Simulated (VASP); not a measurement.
A run of VASP 6.6.1 is set up as follows.

File INCAR:

```
PREC = Accurate
ENCUT = 520
EDIFF = 1E-7
ISMEAR = -1
SIGMA = 0.05
LREAL = F
LASPH = T
NELM = 60
ALGO = Normal
ISIF = 2
LWAVE = F
LCHARG = T
GGA = PE
LELF = T
LVHAR = T
NBANDS = 15
```

KPOINTS

```
Automatic mesh
0
Gamma
  8 8 7
```

The input POSCAR:

```
PtSe
1.0
    3.7427008492     -0.0000000029      0.0000000000
   -1.8713504221      3.2412740157      0.0000000000
    0.0000000000      0.0000000000      3.1765420178
Pt Se
1 1
Direct
    0.0000000000      0.0000000000      0.0000000000
    0.6666666667      0.3333333333      0.5000000000
```

Potentials or basis: VASP PAW PBE potentials, release 64 (Pt, Se).

The run is started by

```bash
$ cat potpaw_PBE.64/Pt/POTCAR potpaw_PBE.64/Se/POTCAR > POTCAR
$ mpirun -np 1 vasp_std > vasp.out
```

**Question.** What does it give for the band gap on the k mesh?

**Answer.** Zero (band 8 reaches 8.07 eV, above the bottom of band 9 at 7.22 eV).

**Question.** What does it give for the pressure?

**Answer.** -0.1 GPa.

Caveat: spin-orbit coupling is left out, which moves the levels of the heavy elements.
